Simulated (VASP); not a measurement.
A run of VASP 6.6.1:

INCAR

```
PREC = Accurate ; ENCUT = 520
EDIFF = 1E-6 ; ISMEAR = -1
SIGMA = 0.05 ; LREAL = Auto
LASPH = T ; NELM = 120
ALGO = Normal ; ISIF = 2
LWAVE = F ; LCHARG = T
GGA = PS ; LELF = T
LVHAR = T ; NELECT = 264.0
ISYM = -1 ; NBANDS = 158
GGA_COMPAT = F
```

Contents of KPOINTS:

```
explicit points
1
Reciprocal
  0.25000000   0.25000000   0.25000000 1
```

The input POSCAR:

```
K9Mg8F24
1.0
    7.9825440000      0.0000000000      0.0000000000
    0.0000000000      7.9825440000      0.0000000000
    0.0000000000      0.0000000000      7.9825440000
K Mg F
9 8 24
Direct
    0.9992920000      0.0121580000      0.9937660000
    0.9993990000      0.0121950000      0.4937800000
    0.9994440000      0.5118800000      0.9937100000
    0.9993610000      0.5121170000      0.4936550000
    0.4993940000      0.0120480000      0.9937580000
    0.4992950000      0.8609690000      0.4938780000
    0.4992140000      0.5119610000      0.9936720000
    0.4992370000      0.5121700000      0.4936870000
    0.4993110000      0.1630390000      0.4935570000
    0.2430510000      0.2646100000      0.2373210000
    0.2430640000      0.2646600000      0.7501530000
    0.2429770000      0.7595640000      0.2373940000
    0.2429580000      0.7595060000      0.7501340000
    0.7557890000      0.2646690000      0.2373030000
    0.7557670000      0.2646140000      0.7500990000
    0.7557420000      0.7596140000      0.2373610000
    0.7557580000      0.7596170000      0.7501520000
    0.2455510000      0.2417450000      0.9937650000
    0.2454030000      0.7824710000      0.9937630000
    0.2343880000      0.7342610000      0.4937140000
    0.7533090000      0.2419370000      0.9936920000
    0.7642540000      0.2899840000      0.4937430000
    0.7534230000      0.7823990000      0.9937720000
    0.7642030000      0.7343100000      0.4937100000
    0.9993540000      0.2417120000      0.2396290000
    0.9994250000      0.2417590000      0.7478380000
    0.9993710000      0.7826470000      0.2397620000
    0.9993670000      0.7824890000      0.7477990000
    0.4995010000      0.2902020000      0.2289760000
    0.4994410000      0.2901120000      0.7583460000
    0.4993100000      0.7342790000      0.2288300000
    0.4993180000      0.7341250000      0.7586940000
    0.2781540000      0.0120850000      0.2725510000
    0.2781000000      0.0120570000      0.7151070000
    0.2327410000      0.5121200000      0.2272170000
    0.2327770000      0.5120890000      0.7602820000
    0.7206680000      0.0120670000      0.2723100000
    0.7205770000      0.0119750000      0.7150840000
    0.7659250000      0.5121460000      0.2273350000
    0.7658490000      0.5121510000      0.7600530000
    0.2344790000      0.2899600000      0.4937620000
```

Potentials or basis: VASP PAW PBE potentials, release 64 (K_sv, Mg, F).

The run is started by

```bash
$ cat potpaw_PBE.64/K_sv/POTCAR potpaw_PBE.64/Mg/POTCAR potpaw_PBE.64/F/POTCAR > POTCAR
$ mpirun -np 1 vasp_std > vasp.out
```

Hardware: 1 thread of Intel(R) Xeon(R) Platinum 8375C CPU @ 2.90GHz (Ice Lake) (shared host).

Estimate the wall time of this run.

It took 2.5 min on 1 thread of Intel(R) Xeon(R) Platinum 8375C CPU @ 2.90GHz (Ice Lake) (shared host), peak memory 0.49 GiB. Counts: scf iterations 17, k points 1.
